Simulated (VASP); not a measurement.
Runs of VASP 6.6.1 on Re. The structure is that of space group Fm-3m (No. 225), or close to it. The cells are those of the table. This isn't the form of Re at room conditions, which is hcp.

```tsv
task	cell	k mesh	cutoff (eV)	gap on the mesh (eV)	pressure (GPa)
relaxation of cell and atoms	relaxed from a = 2.751 Å, angles 60.0°, 1 atom	18 × 18 × 18	600	none	0.0
single point	a = 2.753 Å, angles 60.0°, 1 atom	18 × 18 × 18	520	none	0.0
single point	a = 2.842 Å, angles 60.0°, 1 atom	18 × 18 × 18	520	none	-30.4
single point	a = 2.697 Å, angles 60.0°, 1 atom	18 × 18 × 18	520	none	27.9
single point	a = 2.780 Å, angles 60.0°, 1 atom	18 × 18 × 18	520	none	(a)
single point	a = 2.793 Å, angles 60.0°, 1 atom	8 × 8 × 8	660	none	-15.6
single point	a = 2.807 Å, angles 60.0°, 1 atom	18 × 18 × 18	520	none	-20.2
single point	a = 2.668 Å, angles 60.0°, 1 atom	18 × 18 × 18	520	none	(b)
single point	a = 2.638 Å, angles 60.0°, 1 atom	18 × 18 × 18	520	none	66.3
single point	a = 2.725 Å, angles 60.0°, 1 atom	18 × 18 × 18	520	none	12.8
single point	a = 2.793 Å, angles 60.0°, 1 atom	18 × 18 × 18	520	none	-15.5
```

Alike in all rows: level r2SCAN; potentials or basis VASP PAW PBE potentials, release 64 (Re); no spin polarisation; smearing gaussian 0.1 eV.

Question: Fill in the values left out.

Answer: (a) -10.9; (b) 45.6.

Caveats: the PAW data sets were made with another functional, which shifts forces and pressure a little; spin-orbit coupling is left out, which moves the levels of the heavy elements; the cell stands under tension (at least some runs); the cell stands under pressure (at least some runs).

A k mesh can miss the band edges, and the runs leave out spin-orbit coupling on Re.

A gap of «none» marks levels without a gap at the run's occupations.
